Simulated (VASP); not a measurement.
# TePbS4 (Amm2) in VASP: a series of runs

The runs below take TePbS4 through single point, with PBE.

All numbers are computed with VASP 6.6.1; they aren't measurements. Logs are shortened: lines on timing, memory, paths and dates and some standing lists are left out, and cuts for length are marked.

## Step 1: The cell of the first run

The structure is orthorhombic, space group Amm2 (No. 38). Conventional cell: a = 7.841 Å, b = 8.513 Å, c = 4.685 Å, α = 90.00°, β = 90.00°, γ = 90.00°. Te (site symmetry mm2) has 4 S at 2.71 Å within 3.6 Å. Pb (site symmetry mm2) has 8 S at 2.92 to 3.34 Å within 3.8 Å. Within 3.2 Å of S (site symmetry 1) lie 2 S at 2.40 Å and 1 Te at 2.71 Å and 1 Pb at 2.92 Å.

## Step 2: Single point, PBE

File INCAR:

```
SYSTEM = TePbS4
ALGO     = Normal         ! electronic algorithm
EDIFF    = 1E-6           ! SCF threshold, eV
ENCUT    = 500            ! plane-wave cutoff, eV
GGA      = PE             ! functional
GGA_COMPAT= .FALSE.      
ISIF     = 2              ! what is computed and relaxed
ISMEAR   = 0              ! smearing method
LASPH    = .TRUE.         ! aspherical terms in the spheres
LCHARG   = .TRUE.         ! write CHGCAR
LELF     = .TRUE.         ! ELF
LREAL    = .FALSE.        ! projectors in reciprocal space
LVHAR    = .TRUE.       
LWAVE    = .FALSE.        ! write WAVECAR
NBANDS   = 31             ! bands
NELM     = 120            ! most SCF steps
PREC     = Accurate       ! precision mode
SIGMA    = 0.1            ! smearing width, eV
```

File KPOINTS:

```
k-points
0
G
  2 4 4
  0 0 0
```

File POSCAR:

```
TePbS4
1.0
    7.8412122355      0.0000000000      0.0000000000
    0.0000000000      4.2566273961      2.3425168563
    0.0000000000     -4.2566273961      2.3425168563
Te Pb S
1 1 4
Direct
    0.5000000000      0.1763794839      0.1763794839
    0.0000000000      0.4032724936      0.4032724936
    0.7495338533      0.9532135568      0.3927726594
    0.2504661467      0.3927726594      0.9532135568
    0.7495338533      0.3927726594      0.9532135568
    0.2504661467      0.9532135568      0.3927726594
```

Potentials or basis: VASP PAW PBE potentials, release 64 (Te, Pb_d, S).

Started as:

```sh
$ cat potpaw_PBE.64/Te/POTCAR potpaw_PBE.64/Pb_d/POTCAR potpaw_PBE.64/S/POTCAR > POTCAR
$ mpirun -np 1 vasp_std > vasp.out
```

OUTCAR:

```text
SYSTEM = TePbS4
   EDIFF = 1E-6
   ENCUT = 500
   GGA = PE
   ISIF = 2
   ISMEAR = 0
   LASPH = .TRUE.
   LREAL = .FALSE.
   NELM = 120
   PREC = Accurate

 ion  position               nearest neighbor table
   1  0.500  0.176  0.176-   3 2.71   4 2.71   5 2.71   6 2.71
   2  0.000  0.403  0.403-   3 2.92   4 2.92   5 2.92   6 2.92   3 3.34   6 3.34   4 3.34   5 3.34

   3  0.750  0.953  0.393-   5 2.40   5 2.40   1 2.71   2 2.92   2 3.34
   4  0.250  0.393  0.953-   6 2.40   6 2.40   1 2.71   2 2.92   2 3.34
   5  0.750  0.393  0.953-   3 2.40   3 2.40   1 2.71   2 2.92   2 3.34
   6  0.250  0.953  0.393-   4 2.40   4 2.40   1 2.71   2 2.92   2 3.34

  LATTYP: Found a base centered orthorhombic cell.
 ALAT       =     4.6850337126
 B/A-ratio  =     1.8171170827
 C/A-ratio  =     1.6736725318

  Lattice vectors:

 A1 = (   0.0000000000,   4.2566273961,   2.3425168563)
 A2 = (   0.0000000000,  -4.2566273961,   2.3425168563)
 A3 = (   7.8412122355,   0.0000000000,   0.0000000000)

Analysis of symmetry for initial positions (statically):
=====================================================================
 Subroutine PRICEL returns:
 Original cell was already a primitive cell.

 Routine SETGRP: Setting up the symmetry group for a
 base centered orthorhombic supercell.

 Subroutine GETGRP returns: Found  4 space group operations
 (whereof  4 operations were pure point group operations)
 out of a pool of  8 trial point group operations.

The static configuration has the point symmetry C_2v.

Analysis of symmetry for dynamics (positions and initial velocities):
=====================================================================
 Subroutine PRICEL returns:
 Original cell was already a primitive cell.

 Routine SETGRP: Setting up the symmetry group for a
 base centered orthorhombic supercell.

 Subroutine GETGRP returns: Found  4 space group operations
 (whereof  4 operations were pure point group operations)
 out of a pool of  8 trial point group operations.

The dynamic configuration has the point symmetry C_2v.

 Subroutine INISYM returns: Found  4 space group operations
 (whereof  4 operations are pure point group operations),
 and found     1 'primitive' translations

----------------------------------------------------------------------------------------

                                     Primitive cell

[... 87 lines left out ...]
   EDIFF  = 0.1E-05   stopping-criterion for ELM
   LREAL  =      F    real-space projection
   EDIFFG = 0.1E-04   stopping-criterion for IOM
   NSW    =      0    number of steps for IOM
   IBRION =     -1    ionic relax: 0-MD 1-quasi-New 2-CG
   NFREE  =      0    steps in history (QN), initial steepest desc. (CG)
   ISIF   =      2    stress and relaxation
   ISYM   =      2    0-nonsym 1-usesym 2-fastsym
   POTIM  = 0.5000    time-step for ionic-motion
   TEBEG  =    0.0;   TEEND  =   0.0 temperature during run
   PSTRESS=    0.0 pullay stress
   NELECT =      44.0000    total number of electrons
   NUPDOWN=      -1.0000    fix difference up-down
   EMIN   =  10.00;   EMAX   =-10.00  energy-range for DOS
   EFERMI =   0.00;   METHOD = LEGACY
   ISMEAR =     0;   SIGMA  =   0.10  broadening in eV -4-tet -1-fermi 0-gaus
   EFERMI_NEDOS =   21; number of points for ismear=-14 and -15
   IALGO  =     38    algorithm
   IMIX   =      4    mixing-type and parameters
     AMIX     =   0.40;   BMIX     =  1.00
     AMIX_MAG =   1.60;   BMIX_MAG =  1.00
  volume/ion in A,a.u.               =      26.06       175.88
  Fermi-wavevector in a.u.,A,eV,Ry     =   1.072766  2.027235 15.657965  1.150828
  Thomas-Fermi vector in A             =   2.208546
   LORBIT       =      0    0 simple, 1 ext, 2 COOP (PROOUT), +10 PAW based schemes
   GGA     = PE    functional components
   LHFCALC =     F    Hartree Fock is set to
   AEXX    =    0.0000 exact exchange contribution
   IVDW    =     0    specifies the selected vdW correction
   LEPSILON=     F    determine dielectric tensor
   LRPA    =     F    only Hartree local field effects (RPA)
 non-spin polarized calculation
 Gauss-broadening in eV      SIGMA  =   0.10
  energy-cutoff  :      500.00
  volume of cell :      156.37
 maximum number of plane-waves:      4016
 NGX is ok and might be reduce to    60
   NGX = 29   NGY = 17   NGZ = 17

 number of electron      44.0000003 magnetization

 Free energy of the ion-electron system (eV)
  ---------------------------------------------------
  ext. energy  EPLUGINS =         0.00000000
  ---------------------------------------------------
  free energy    TOTEN  =       -22.43365324 eV

  energy without entropy =      -22.40799741  energy(sigma->0) =      -22.42082532

 E-fermi :   4.6504     XC(G=0):  -9.1111

 val. band max:        4.6063667725   @ k =   0.5000   0.5000   0.0000
 cond. band min:       4.6560943471   @ k =   0.0000   0.5000   0.0000
 fundamental gap:      0.0497275746
 Fermi energy:         4.6504147377

 k-point     1 :       0.0000    0.0000    0.0000
  band No.  band energies     occupation
      1     -12.3631      2.00000
      2     -12.3372      2.00000
      3     -12.3292      2.00000
      4     -12.3290      2.00000
      5     -12.2965      2.00000
      6     -10.3725      2.00000
[... 465 lines left out ...]
     30       9.8985      0.00000
     31      10.8979      0.00000

------------------------ aborting loop because EDIFF is reached ----------------------------------------

  FORCE on cell =-STRESS in cart. coord.  units (eV):
  Direction    XX          YY          ZZ          XY          YZ          ZX
  --------------------------------------------------------------------------------------
  -------------------------------------------------------------------------------------
  Total       -0.9606624     -0.2898081      3.8572264      0.0000000      0.0000000      0.0000000
  in kB       -9.8428257     -2.9693374     39.5206562      0.0000000      0.0000000      0.0000000
  external PRESSURE =       8.9028310 kB  Pullay stress =       0.0000000 kB

 VOLUME and BASIS-vectors are now :
 -----------------------------------------------------------------------------
  energy-cutoff  :      500.00
  volume of cell :      156.37
      direct lattice vectors                 reciprocal lattice vectors
     7.841212235  0.000000000  0.000000000     0.127531301  0.000000000  0.000000000
     0.000000000  4.256627396  2.342516856     0.000000000  0.117463887  0.213445636
     0.000000000 -4.256627396  2.342516856     0.000000000 -0.117463887  0.213445636

 POSITION                                       TOTAL-FORCE (eV/Angst)
 -----------------------------------------------------------------------------------
      3.92061      0.00000      0.82634         0.000000      0.000000     -0.068459
      0.00000      0.00000      1.88935         0.000000      0.000000      0.028188
      5.87725      2.38559      3.15300        -0.033286      0.446596      0.010068
      1.96396     -2.38559      3.15300         0.033286     -0.446596      0.010068
      5.87725     -2.38559      3.15300        -0.033286     -0.446596      0.010068
      1.96396      2.38559      3.15300         0.033286      0.446596      0.010068
 -----------------------------------------------------------------------------------
    total drift:                                0.000000     -0.000000      0.001094

  FREE ENERGIE OF THE ION-ELECTRON SYSTEM (eV)
  ---------------------------------------------------
  free  energy   TOTEN  =       -22.4336532351 eV

  energy  without entropy=      -22.4079974093  energy(sigma->0) =      -22.42082532
```

OSZICAR:

```text
N       E                     dE             d eps       ncg     rms          rms(c)
DAV:   1     0.364732306286E+03    0.36473E+03   -0.18539E+04   868   0.127E+03
DAV:   2     0.204736313970E+02   -0.34426E+03   -0.32573E+03   963   0.307E+02
DAV:   3    -0.213606753196E+02   -0.41834E+02   -0.40336E+02  1160   0.112E+02
DAV:   4    -0.230068705539E+02   -0.16462E+01   -0.16323E+01   996   0.254E+01
DAV:   5    -0.230846205116E+02   -0.77750E-01   -0.77726E-01  1307   0.562E+00    0.186E+01
DAV:   6    -0.224927369342E+02    0.59188E+00   -0.15154E+00  1305   0.734E+00    0.112E+01
DAV:   7    -0.224326011524E+02    0.60136E-01   -0.45139E-01  1109   0.352E+00    0.395E+00
DAV:   8    -0.224368755245E+02   -0.42744E-02   -0.59765E-02  1001   0.135E+00    0.990E-01
DAV:   9    -0.224332682640E+02    0.36073E-02   -0.12158E-02  1234   0.810E-01    0.691E-01
DAV:  10    -0.224335706070E+02   -0.30234E-03   -0.28725E-03  1029   0.239E-01    0.666E-01
DAV:  11    -0.224336757541E+02   -0.10515E-03   -0.51760E-04  1161   0.189E-01    0.143E-01
DAV:  12    -0.224336576572E+02    0.18097E-04   -0.30675E-04  1176   0.925E-02    0.162E-01
DAV:  13    -0.224336521739E+02    0.54832E-05   -0.59252E-05  1113   0.460E-02    0.121E-01
DAV:  14    -0.224336488392E+02    0.33348E-05   -0.17621E-05  1125   0.312E-02    0.103E-02
DAV:  15    -0.224336538067E+02   -0.49675E-05   -0.96666E-06  1025   0.215E-02    0.280E-02
DAV:  16    -0.224336532351E+02    0.57155E-06   -0.10581E-06   729   0.928E-03
   1 F= -.22433653E+02 E0= -.22420825E+02  d E =-.256558E-01
```

stdout:

```text
POSCAR found type information on POSCAR TePbS
 POSCAR found :  3 types and       6 ions
 scaLAPACK will be used
 LDA part: xc-table for (Slater+PW92), standard interpolation
 POSCAR, INCAR and KPOINTS ok, starting setup
 FFT: planning ... GRIDC
 FFT: planning ... GRID_SOFT
 FFT: planning ... GRID
 WAVECAR not read
 entering main loop
```

Run time: 48 s. Hardware: 1 thread of Intel Xeon Platinum 8488C (Sapphire Rapids), shared host; peak memory 0.29 GiB.

Results:

- Free energy: -22.4337 eV
- Pressure: 0.9 GPa
- Largest force: 0.448 eV/Å
- Band gap on the k mesh: zero (band 22 reaches 4.76 eV, above the bottom of band 23 at 4.61 eV)

Forces in eV/Å, atoms in the order of the input:
```
Te   0.000  0.000 -0.068
Pb   0.000  0.000  0.028
S   -0.033  0.447  0.010
S    0.033 -0.447  0.010
S   -0.033 -0.447  0.010
S    0.033  0.447  0.010
```

Caveat: the k points lie up to 0.40 Å⁻¹ apart; spin-orbit coupling is left out, which moves the levels of the heavy elements.

(Part 1 of 2 ends here.)
